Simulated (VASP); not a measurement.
# CoO (R-3m) in VASP: single point with PBE

Aim: the single point of CoO with PBE.

All numbers are computed with VASP 6.6.1; they aren't measurements. Logs are shortened: lines on timing, memory, paths and dates and some standing lists are left out, and cuts for length are marked.

## 1. The cell of the first run

The structure is trigonal, space group R-3m (No. 166). Conventional cell: a = 3.122 Å, b = 3.122 Å, c = 7.162 Å, α = 90.00°, β = 90.00°, γ = 120.00°. Within 3.0 Å of Co (site symmetry -3m) lie 6 O at 2.16 Å and 6 Co at 2.99 Å. O (site symmetry -3m) has 6 Co at 2.16 Å and 6 O at 2.99 Å within 3.0 Å.

## 2. Single point, PBE, collinear spin, ferromagnetic start (10.08 Å³/atom)

File INCAR:

```
SYSTEM = CoO
PREC = Accurate
ENCUT = 520
EDIFF = 1E-6
ISMEAR = 0
SIGMA = 0.1
LREAL = .FALSE.
LASPH = .TRUE.
NELM = 150
ALGO = Normal
ISIF = 2
LWAVE = .FALSE.
LCHARG = .TRUE.
ISPIN = 2
MAGMOM = 2.7 0.34
LORBIT = 11
LMAXMIX = 4
GGA = PE
LELF = .TRUE.
LVHAR = .TRUE.
NBANDS = 18
```

File KPOINTS:

```
regular mesh
0
G
  18 18 18
  0 0 0
```

File POSCAR:

```
CoO
1.0
    1.5611072537      0.9013056932      2.3874467003
   -1.5611072537      0.9013056932      2.3874467003
    0.0000000000     -1.8026113863      2.3874467004
Co O
1 1
Direct
    0.0000000000      0.0000000000      0.0000000000
    0.5000000000      0.5000000000      0.5000000000
```

Potentials or basis: VASP PAW PBE potentials, release 64 (Co, O).

On the command line:

```sh
> cat potpaw_PBE.64/Co/POTCAR potpaw_PBE.64/O/POTCAR > POTCAR
> mpirun -np 1 vasp_std > vasp.out
```

OUTCAR:

```text
SYSTEM = CoO
   PREC = Accurate
   ENCUT = 520
   EDIFF = 1E-6
   ISMEAR = 0
   LREAL = .FALSE.
   LASPH = .TRUE.
   NELM = 150
   ISIF = 2
   ISPIN = 2
   LORBIT = 11
   GGA = PE

 ion  position               nearest neighbor table
   1  0.000  0.000  0.000-   2 2.16   2 2.16   2 2.16   2 2.16   2 2.16   2 2.16
   2  0.500  0.500  0.500-   1 2.16   1 2.16   1 2.16   1 2.16   1 2.16   1 2.16

  LATTYP: Found a trigonal (rhomboedric) cell.
 ALAT       =     2.9915396633
 COS(alpha) =     0.4553644967

  Lattice vectors:

 A1 = (   1.5611072537,   0.9013056932,   2.3874467003)
 A2 = (  -1.5611072537,   0.9013056932,   2.3874467003)
 A3 = (   0.0000000000,  -1.8026113863,   2.3874467004)

Analysis of symmetry for initial positions (statically):
=====================================================================
 Subroutine PRICEL returns:
 Original cell was already a primitive cell.

 Routine SETGRP: Setting up the symmetry group for a
 trigonal (rhombohedral) supercell.

 Subroutine GETGRP returns: Found 12 space group operations
 (whereof 12 operations were pure point group operations)
 out of a pool of 12 trial point group operations.

The static configuration has the point symmetry D_3d.

Analysis of symmetry for dynamics (positions and initial velocities):
=====================================================================
 Subroutine PRICEL returns:
 Original cell was already a primitive cell.

 Routine SETGRP: Setting up the symmetry group for a
 trigonal (rhombohedral) supercell.

 Subroutine GETGRP returns: Found 12 space group operations
 (whereof 12 operations were pure point group operations)
 out of a pool of 12 trial point group operations.

The dynamic configuration has the point symmetry D_3d.

Analysis of structural, dynamic, and magnetic symmetry:
=====================================================================
 Subroutine PRICEL returns:
 Original cell was already a primitive cell.

 Routine SETGRP: Setting up the symmetry group for a
 trigonal (rhombohedral) supercell.

 Subroutine GETGRP returns: Found 12 space group operations
 (whereof 12 operations were pure point group operations)
 out of a pool of 12 trial point group operations.

The overall configuration has the point symmetry D_3d.

 Subroutine INISYM returns: Found 12 space group operations
 (whereof 12 operations are pure point group operations),
 and found     1 'primitive' translations

----------------------------------------------------------------------------------------

                                     Primitive cell

  volume of cell :      20.1553

  direct lattice vectors                    reciprocal lattice vectors
     1.561107254  0.901305693  2.387446700     0.320285489  0.184916913  0.139619173
    -1.561107254  0.901305693  2.387446700    -0.320285489  0.184916913  0.139619173
     0.000000000 -1.802611386  2.387446700     0.000000000 -0.369833826  0.139619173

  length of vectors
     2.991539663  2.991539663  2.991539663     0.395310729  0.395310729  0.395310729

  position of ions in fractional coordinates (direct lattice)
     0.000000000  0.000000000  0.000000000
     0.500000000  0.500000000  0.500000000

  ion indices of the primitive-cell ions
   primitive index   ion index
                 1           1
                 2           2

----------------------------------------------------------------------------------------

 KPOINTS: regular mesh

Automatic generation of k-mesh.
 Grid dimensions read from file:
 generate k-points for:   18   18   18

 Generating k-lattice:

  Cartesian coordinates                     Fractional coordinates (reciprocal lattice)
     0.017793638  0.010273162  0.007756621     0.055555556  0.000000000  0.000000000
    -0.017793638  0.010273162  0.007756621     0.000000000  0.055555556  0.000000000
     0.000000000 -0.020546324  0.007756621     0.000000000  0.000000000  0.055555556

  Length of vectors
     0.021961707  0.021961707  0.021961707

  Shift w.r.t. Gamma in fractional coordinates (k-lattice)
     0.000000000  0.000000000  0.000000000

 Subroutine IBZKPT returns following result:
 ===========================================

 Found    580 irreducible k-points:

 Following reciprocal coordinates:
            Coordinates               Weight
  0.000000  0.000000  0.000000      1.000000
  0.055556  0.000000  0.000000      6.000000
  0.111111  0.000000  0.000000      6.000000
  0.166667  0.000000  0.000000      6.000000
  0.222222  0.000000  0.000000      6.000000
  0.277778  0.000000  0.000000      6.000000
[... 16 lines left out ...]
 -0.277778  0.055556 -0.000000     12.000000
 -0.222222  0.055556 -0.000000     12.000000
 [... further k-points ...]
   k-points           NKPTS =    580   k-points in BZ     NKDIM =    580   number of bands    NBANDS=     18
   number of dos      NEDOS =    301   number of ions     NIONS =      2
   total plane-waves  NPLWV =  13824
   dimension x,y,z NGX =    24 NGY =   24 NGZ =   24
   dimension x,y,z NGXF=    48 NGYF=   48 NGZF=   48
   ions per type =               1   1
   NGX,Y,Z   is equivalent  to a cutoff of  13.34, 13.34, 13.34 a.u.
   NGXF,Y,Z  is equivalent  to a cutoff of  26.67, 26.67, 26.67 a.u.
 SYSTEM =  CoO
   PREC   = accura    normal or accurate (medium, high low for compatibility)
   ISTART =      0    job   : 0-new  1-cont  2-samecut
   ICHARG =      2    charge: 1-file 2-atom 10-const
   ISPIN  =      2    spin polarized calculation?
   LNONCOLLINEAR =      F non collinear calculations
   LSORBIT =      F    spin-orbit coupling
   LASPH  =      T    aspherical Exc in radial PAW
   ENCUT  =  520.0 eV  38.22 Ry    6.18 a.u.   5.56  5.56  5.56*2*pi/ulx,y,z
   NELM   =    150;   NELMIN=  2; NELMDL= -5     # of ELM steps
   EDIFF  = 0.1E-05   stopping-criterion for ELM
   LREAL  =      F    real-space projection
   EDIFFG = 0.1E-04   stopping-criterion for IOM
   NSW    =      0    number of steps for IOM
   IBRION =     -1    ionic relax: 0-MD 1-quasi-New 2-CG
   NFREE  =      0    steps in history (QN), initial steepest desc. (CG)
   ISIF   =      2    stress and relaxation
   ISYM   =      2    0-nonsym 1-usesym 2-fastsym
   POTIM  = 0.5000    time-step for ionic-motion
   TEBEG  =    0.0;   TEEND  =   0.0 temperature during run
   PSTRESS=    0.0 pullay stress
   NELECT =      15.0000    total number of electrons
   NUPDOWN=      -1.0000    fix difference up-down
   EMIN   =  10.00;   EMAX   =-10.00  energy-range for DOS
   EFERMI =   0.00;   METHOD = LEGACY
   ISMEAR =     0;   SIGMA  =   0.10  broadening in eV -4-tet -1-fermi 0-gaus
   EFERMI_NEDOS =   21; number of points for ismear=-14 and -15
   IALGO  =     38    algorithm
   IMIX   =      4    mixing-type and parameters
     AMIX     =   0.40;   BMIX     =  1.00
     AMIX_MAG =   1.60;   BMIX_MAG =  1.00
  volume/ion in A,a.u.               =      10.08        68.01
  Fermi-wavevector in a.u.,A,eV,Ry     =   1.483572  2.803545 29.946234  2.200986
  Thomas-Fermi vector in A             =   2.597217
   LORBIT       =     11    0 simple, 1 ext, 2 COOP (PROOUT), +10 PAW based schemes
   GGA     = PE    functional components
   LHFCALC =     F    Hartree Fock is set to
   AEXX    =    0.0000 exact exchange contribution
   IVDW    =     0    specifies the selected vdW correction
   LEPSILON=     F    determine dielectric tensor
   LRPA    =     F    only Hartree local field effects (RPA)
 spin polarized calculation
 Gauss-broadening in eV      SIGMA  =   0.10
  energy-cutoff  :      520.00
  volume of cell :       20.16
 maximum number of plane-waves:       556
   NGX = 11   NGY = 11   NGZ = 11

 number of electron      14.9999996 magnetization       2.9745567

 Free energy of the ion-electron system (eV)
  ---------------------------------------------------
  ext. energy  EPLUGINS =         0.00000000
  ---------------------------------------------------
  free energy    TOTEN  =       -13.03128781 eV

  energy without entropy =      -13.01349739  energy(sigma->0) =      -13.02239260

 E-fermi :   7.2894     XC(G=0): -12.1726

 val. band max:        7.2888865610   @ k =  -0.2778  -0.2778   0.1667
 cond. band min:       7.2894057164   @ k =  -0.3333   0.1111  -0.0000
 fundamental gap:      0.0005191554
 Fermi energy:         7.2893971208

 spin component 1

 k-point     1 :       0.0000    0.0000    0.0000
  band No.  band energies     occupation
      1     -12.4808      1.00000
      2       3.9982      1.00000
      3       3.9982      1.00000
      4       4.1832      1.00000
      5       4.1832      1.00000
      6       4.2750      1.00000
[... 10 lines left out ...]
     17      29.0515      0.00000
     18      31.7815      0.00000

 k-point     2 :       0.0556    0.0000    0.0000
  band No.  band energies     occupation
      1     -12.4520      1.00000
      2       3.6329      1.00000
      3       3.7281      1.00000
      4       3.8718      1.00000
      5       4.1938      1.00000
      6       4.3275      1.00000
[... 10 lines left out ...]
     17      28.7476      0.00000
     18      32.2240      0.00000

 k-point     3 :       0.1111    0.0000    0.0000
  band No.  band energies     occupation
      1     -12.3684      1.00000
      2       3.1404      1.00000
      3       3.1817      1.00000
      4       3.4369      1.00000
      5       4.2424      1.00000
      6       4.3985      1.00000
[... 412 lines left out ...]
 k-point    23 :      -0.2778    0.0556   -0.0000
  band No.  band energies     occupation
      1     -11.8085      1.00000
      2       0.7617      1.00000
      3       2.0228      1.00000
      4       2.2830      1.00000
      5       4.5606      1.00000
      6       4.7646      1.00000
[... 10 lines left out ...]
     17      33.5308      0.00000
     18      35.0723      0.00000

 k-point    24 :      -0.2222    0.0556   -0.0000
  band No.  band energies     occupation
      1     -11.9941      1.00000
      2       1.3785      1.00000
      3       2.3125      1.00000
      4       2.5807      1.00000
      5       4.4620      1.00000
      6       4.6336      1.00000
[... 10 lines left out ...]
     17      33.3356      0.00000
     18      34.8568      0.00000

 [... further k-points ...]

 spin component 2

 k-point     1 :       0.0000    0.0000    0.0000
  band No.  band energies     occupation
      1     -11.9525      1.00000
      2       4.8492      1.00000
      3       4.8492      1.00000
      4       5.2536      1.00000
      5       6.2149      1.00000
      6       6.2149      1.00000
[... 10 lines left out ...]
     17      30.0181      0.00000
     18      32.5827      0.00000

 k-point     2 :       0.0556    0.0000    0.0000
  band No.  band energies     occupation
      1     -11.9228      1.00000
      2       4.5631      1.00000
      3       4.7368      1.00000
      4       5.1123      1.00000
      5       6.2560      1.00000
      6       6.3016      1.00000
[... 10 lines left out ...]
     17      29.6576      0.00000
     18      33.0433      0.00000

 k-point     3 :       0.1111    0.0000    0.0000
  band No.  band energies     occupation
      1     -11.8365      1.00000
      2       3.9026      1.00000
      3       4.4651      1.00000
      4       4.8198      1.00000
      5       6.3503      1.00000
      6       6.4411      1.00000
[... 412 lines left out ...]
 k-point    23 :      -0.2778    0.0556   -0.0000
  band No.  band energies     occupation
      1     -11.2570      1.00000
      2       1.4026      1.00000
      3       3.4153      1.00000
      4       3.7193      1.00000
      5       6.7610      1.00000
      6       6.9236      1.00000
[... 10 lines left out ...]
     17      33.9452      0.00000
     18      35.6587      0.00000

 k-point    24 :      -0.2222    0.0556   -0.0000
  band No.  band energies     occupation
      1     -11.4495      1.00000
      2       2.0675      1.00000
      3       3.6947      1.00000
      4       3.9820      1.00000
      5       6.6383      1.00000
      6       6.8015      1.00000
[... 10 lines left out ...]
     17      33.7752      0.00000
     18      35.5397      0.00000

 [... further k-points ...]

------------------------ aborting loop because EDIFF is reached ----------------------------------------

  FORCE on cell =-STRESS in cart. coord.  units (eV):
  Direction    XX          YY          ZZ          XY          YZ          ZX
  --------------------------------------------------------------------------------------
  -------------------------------------------------------------------------------------
  Total       -1.1420653     -1.1420653     -1.0970521      0.0000000      0.0000000      0.0000000
  in kB      -90.7845021    -90.7845021    -87.2063387      0.0000000      0.0000000      0.0000000
  external PRESSURE =     -89.5917810 kB  Pullay stress =       0.0000000 kB

 VOLUME and BASIS-vectors are now :
 -----------------------------------------------------------------------------
  energy-cutoff  :      520.00
  volume of cell :       20.16
      direct lattice vectors                 reciprocal lattice vectors
     1.561107254  0.901305693  2.387446700     0.320285489  0.184916913  0.139619173
    -1.561107254  0.901305693  2.387446700    -0.320285489  0.184916913  0.139619173
     0.000000000 -1.802611386  2.387446700     0.000000000 -0.369833826  0.139619173

 POSITION                                       TOTAL-FORCE (eV/Angst)
 -----------------------------------------------------------------------------------
      0.00000      0.00000      0.00000         0.000000     -0.000000     -0.000000
      0.00000      0.00000      3.58117        -0.000000      0.000000      0.000000
 -----------------------------------------------------------------------------------
    total drift:                               -0.000000      0.000000     -0.000000

  FREE ENERGIE OF THE ION-ELECTRON SYSTEM (eV)
  ---------------------------------------------------
  free  energy   TOTEN  =       -13.0312878074 eV

  energy  without entropy=      -13.0134973944  energy(sigma->0) =      -13.02239260

 total charge

# of ion       s       p       d       tot
------------------------------------------
    1        0.284   0.329   7.110   7.722
    2        1.556   3.403   0.000   4.959
--------------------------------------------------
tot          1.840   3.731   7.110  12.681

 magnetization (x)

# of ion       s       p       d       tot
------------------------------------------
    1        0.019   0.017   2.569   2.605
    2        0.027   0.288   0.000   0.315
--------------------------------------------------
tot          0.047   0.305   2.569   2.920
```

Wall time 2.8 min (1 thread of Intel Xeon 6975P-C (Granite Rapids), shared host); peak memory 0.41 GiB.

Results:

```yaml
Free_energy: -13.0313 eV
Pressure: -9.0 GPa
Band_gap_on_the_k_mesh: zero (filled and empty bands overlap)
Net_moment: 2.97 μB per cell
Site_moments: Co +2.60; O +0.32 μB
Valence_electrons_inside_the_program's_atomic_spheres: Co 7.72; O 4.96
```

Caveat: the cell stands under tension; a cell with one magnetic atom can't hold antiferromagnetic order, which such compounds often take; semilocal functionals often make such compounds metallic where correlation or magnetic order opens a gap, which also shifts bond lengths. With open d or f shells a metallic result of PBE can be an artefact of self-interaction; +U or a hybrid may open a gap.
